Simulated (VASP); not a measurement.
## Si: relaxation of the atoms with PBE

System: Si, a slab with vacuum.

```
CELL_PARAMETERS angstrom
3.86854 0.00000 0.00000
0.00000 5.47094 0.00000
0.00000 0.00000 19.86850
ATOMIC_POSITIONS crystal
Si 0.75000 0.11558 0.40821
Si 0.25000 0.88442 0.40821
Si 0.25000 0.61983 0.50000
Si 0.75000 0.38017 0.50000
Si 0.75000 0.11558 0.59179
Si 0.25000 0.88442 0.59179
```

```json
{"Program": "VASP 6.6.1", "Task": "relaxation of the atoms", "Functional": "PBE", "Potentials or basis": "VASP PAW PBE potentials, release 64 (Si)", "Cutoff": "520 eV", "k mesh": "8 × 6 × 1", "Occupations": "fermi-dirac, width 0.02 eV", "Spin": "no spin polarisation", "Dipole correction": "yes", "Further INCAR settings": "ALGO = Normal; EDIFF = 1e-06; IBRION = 2; EDIFFG = -0.01; NSW = 32"}
```

```yaml
Largest_force_after_relaxing: 0.005 eV/Å
Band_gap_on_the_k_mesh: zero (bands 12 and 13 overlap by 0.16 eV)
```

Forces on the atoms (eV/Å):
```
Si   0.000  0.000  0.005
Si   0.000  0.000  0.005
Si   0.000 -0.001  0.000
Si   0.000  0.001  0.000
Si   0.000  0.000 -0.005
Si   0.000  0.000 -0.005
```

Final structure:
```cif
data_structure
_symmetry_space_group_name_H-M 'P 1'
_symmetry_Int_Tables_number 1
_cell_length_a 3.8685
_cell_length_b 5.4709
_cell_length_c 19.8685
_cell_angle_alpha 90.000
_cell_angle_beta 90.000
_cell_angle_gamma 90.000
_cell_volume 420.51
loop_
_atom_site_label
_atom_site_type_symbol
_atom_site_fract_x
_atom_site_fract_y
_atom_site_fract_z
_atom_site_occupancy
Si1 Si 0.75000 0.11558 0.40821 1
Si2 Si 0.25000 0.88442 0.40821 1
Si3 Si 0.25000 0.61983 0.50000 1
Si4 Si 0.75000 0.38017 0.50000 1
Si5 Si 0.75000 0.11558 0.59179 1
Si6 Si 0.25000 0.88442 0.59179 1
```

Levels at points of the mesh, in eV from the Fermi level:
| k point | band 10 | band 11 | band 12 | band 13 | band 14 | band 15 |
| --- | --- | --- | --- | --- | --- | --- |
| (0.00, 0.00, 0.00) | -0.69 | -0.47 | -0.35 | 0.32 | 1.07 | 2.19 |
| (0.50, 0.00, 0.00) | -2.35 | -0.89 | -0.89 | 0.56 | 0.56 | 2.07 |
| (0.00, 0.50, 0.00) | -1.33 | -0.79 | -0.42 | 0.47 | 0.82 | 2.15 |
| (0.50, 0.50, 0.00) | -2.53 | -0.56 | -0.56 | 0.74 | 0.74 | 3.31 |

It took 110 s on 4 MPI ranks on Oxide Virtual Turin-like Processor, on a shared host, peak memory 0.47 GiB a rank.

Caveat: the relaxation stopped at its first step, so nothing moved.
